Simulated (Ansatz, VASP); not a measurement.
One calculation of Mo, two programs

The input INCAR:

```
ALGO = Normal
EDIFF = 1E-7
EDIFFG = -0.01
ENCUT = 600
GGA = PS
IBRION = 2
ISIF = 3
ISMEAR = 0
LASPH = True
LCHARG = False
LREAL = False
LWAVE = False
NELM = 80
NSW = 100
PREC = Accurate
SIGMA = 0.1
```

File KPOINTS:

```
k-points
0
Gamma
  18 18 18
```

File POSCAR:

```
Mo
1.0
   -1.5658766099      1.5658766099      1.5658766099
    1.5658766099     -1.5658766099      1.5658766099
    1.5658766099      1.5658766099     -1.5658766099
Mo
1
Direct
    0.0000000000      0.0000000000      0.0000000000
```

Input for Ansatz:

```yaml
crystal:
  lattice:
    - [-1.5658766099, 1.5658766099, 1.5658766099]
    - [1.5658766099, -1.5658766099, 1.5658766099]
    - [1.5658766099, 1.5658766099, -1.5658766099]
  atoms:
    - { symbol: Mo, position: [0.0, 0.0, 0.0] }
basis:
  ecutwfc: 420
kpoints:
  mp_grid: { grid: [18, 18, 18] }
hamiltonian:
  xc: pbesol
scf:
  occupations: { method: gaussian, width: 0.1 }
output:
  forces: true
  stress: true
  eigenvalues: true
relax:
  adjacent_minimum: "off"
  f_tol: 0.01
  max_steps: 80
  cell: { stress_tol: 0.05 }
```

Alike in both runs: task relaxation of cell and atoms; functional PBEsol; k mesh 18 × 18 × 18; occupations gaussian, width 0.1 eV; no spin polarisation.

|  | VASP | Ansatz |
| --- | --- | --- |
| version | VASP 6.6.1 | Ansatz 0.2.0 |
| potentials or method | VASP PAW PBE potentials, release 64 (Mo_sv), cutoff 600 eV | scalar-relativistic, plane waves, PAW |
| valence electrons in the cell | 14 | 14 |

VASP gave:

| Item | Value |
| --- | --- |
| gap on the k mesh at the Fermi level, each at its own relaxed structure (eV) | none |
| relaxed volume (Å³/atom) | 15.35 |
| relaxed cell length with the largest relative difference (Å) | 2.712 |

Q: What did Ansatz give for the same quantities?

A: gap on the k mesh at the Fermi level, each at its own relaxed structure (eV): none; relaxed volume (Å³/atom): 15.32; relaxed cell length with the largest relative difference (Å): 2.710.

VASP's potentials were made for PBE, not for PBEsol. A gap of «none» marks a metal or a gap that the smearing closes.
